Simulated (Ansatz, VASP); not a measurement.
## Two plane-wave programs on ZnO

INCAR

```
PREC = Accurate ; ENCUT = 520
EDIFF = 1E-6 ; ISMEAR = -1
SIGMA = 0.05 ; LREAL = False
LASPH = True ; NELM = 80
ALGO = Normal ; ISIF = 2
LWAVE = False ; LCHARG = True
GGA = PS ; LELF = True
LVHAR = True ; NBANDS = 26
```

KPOINTS

```
Automatic mesh
0
Gamma
  9 9 4
```

POSCAR

```
ZnO
1.0
    3.2658996001      0.0000000000      0.0000000000
   -1.6329498000      2.8283520199      0.0000000000
    0.0000000000      0.0000000000      7.0825845970
Zn O
2 2
Direct
    0.0000000000      0.0000000000      0.2500000000
    0.0000000000      0.0000000000      0.7500000000
    0.6666666667      0.3333333333      0.7500000000
    0.3333333333      0.6666666667      0.2500000000
```

input.yaml

```yaml
crystal:
  lattice:
    - [3.2658996001, 0.0, 0.0]
    - [-1.6329498, 2.8283520199, 0.0]
    - [0.0, 0.0, 7.082584597]
  atoms:
    - { symbol: Zn, position: [0.0, 0.0, 0.25] }
    - { symbol: Zn, position: [0.0, 0.0, 0.75] }
    - { symbol: O, position: [0.6666666667, 0.3333333333, 0.75] }
    - { symbol: O, position: [0.3333333333, 0.6666666667, 0.25] }
hamiltonian:
  xc: pbesol
  pseudopotentials: { kind: paw }
kpoints:
  mp_grid: { grid: [9, 9, 4] }
scf:
  occupations: { method: fermi_dirac, width: 0.05 }
output:
  forces: true
  stress: true
  eigenvalues: true
```

Alike in both runs: task single point; functional PBEsol; k mesh 9 × 9 × 4; occupations fermi-dirac, width 0.05 eV; no spin polarisation.

```csv
,VASP,Ansatz
version,VASP 6.6.1,Ansatz 0.2.0
potentials or method,"VASP PAW PBE potentials, release 64 (Zn, O)",Ansatz PAW
plane-wave cutoff (eV),520,420
valence electrons in the cell,36,36
```

Ansatz gave:

| Quantity | Value |
| --- | --- |
| gap on the k mesh at the Fermi level (eV) | 0.75 |
| least direct gap on the mesh (eV) | 0.75 |
| pressure (GPa) | -2.8 |
| traceless stress, the component that is largest in VASP (GPa) | 2.01 |

What did VASP give for the same quantities?

gap on the k mesh at the Fermi level (eV): 0.75; least direct gap on the mesh (eV): 0.75; pressure (GPa): -2.1; traceless stress, the component that is largest in VASP (GPa): 1.20.

VASP's potentials were made for PBE, not for PBEsol.

Noted on Ansatz's run: odd divisions of the mesh miss points on the zone boundary, where band edges often lie, so the gap on the mesh can be too wide.
